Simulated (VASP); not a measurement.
Ge2P:

```
CELL_PARAMETERS angstrom
4.95679 0.00000 0.00000
0.00000 4.95679 0.00000
0.00000 0.00000 2.67090
ATOMIC_POSITIONS crystal
Ge 0.00000 0.50000 0.00000
Ge 0.50000 0.00000 0.00000
P 0.00000 0.00000 0.00000
```

The cell was built from a structure type or drawn by symmetry, and may not be a known phase.

| Property | Result |
| --- | --- |
| Program | VASP 6.6.1 |
| Task | relaxation of cell and atoms |
| Functional | PBE |
| Potentials or basis | VASP PAW PBE potentials, release 64 (Ge_d, P) |
| Cutoff | 600 eV |
| k mesh | 4 × 4 × 6 |
| Occupations | gaussian, width 0.1 eV |
| Spin | no spin polarisation |

At the start: pressure 0.5 GPa; volume 21.87 Å³/atom.

How do energy, volume and symmetry change on relaxing?

Over 9 steps the energy falls by 91.6 meV/atom and the volume is 21.68 Å³/atom (-0.9 %); space group P4/mmm (No. 123, to 0.1 Å) before and after.

Step by step:
| step | energy change (eV) | largest force (eV/Å) | pressure (GPa) | volume (Å³) |
| --- | --- | --- | --- | --- |
| 1 | 0.0000 | 0.0000 | 0.53 | 65.62 |
| 2 | -0.2697 | 0.0000 | -0.75 | 66.04 |
| 3 | -0.2720 | 0.0000 | -0.81 | 66.05 |
| 4 | -0.2666 | 0.0000 | -0.46 | 66.06 |
| 5 | -0.2723 | 0.0000 | -0.79 | 66.05 |
| 6 | -0.2722 | 0.0000 | -0.76 | 66.06 |
| 7 | -0.2738 | 0.0000 | 0.17 | 65.06 |
| 8 | -0.2740 | 0.0000 | -0.07 | 65.30 |
| 9 | -0.2747 | 0.0000 | 0.00 | 65.04 |

Final structure:
```
CELL_PARAMETERS angstrom
5.14371 0.00000 0.00000
0.00000 5.14371 0.00000
0.00000 0.00000 2.45811
ATOMIC_POSITIONS crystal
Ge 0.00000 0.50000 0.00000
Ge 0.50000 0.00000 0.00000
P 0.00000 0.00000 0.00000
```

Caveat: the k points lie up to 0.43 Å⁻¹ apart in the final cell, too coarse for converged energies and pressures of a metal.
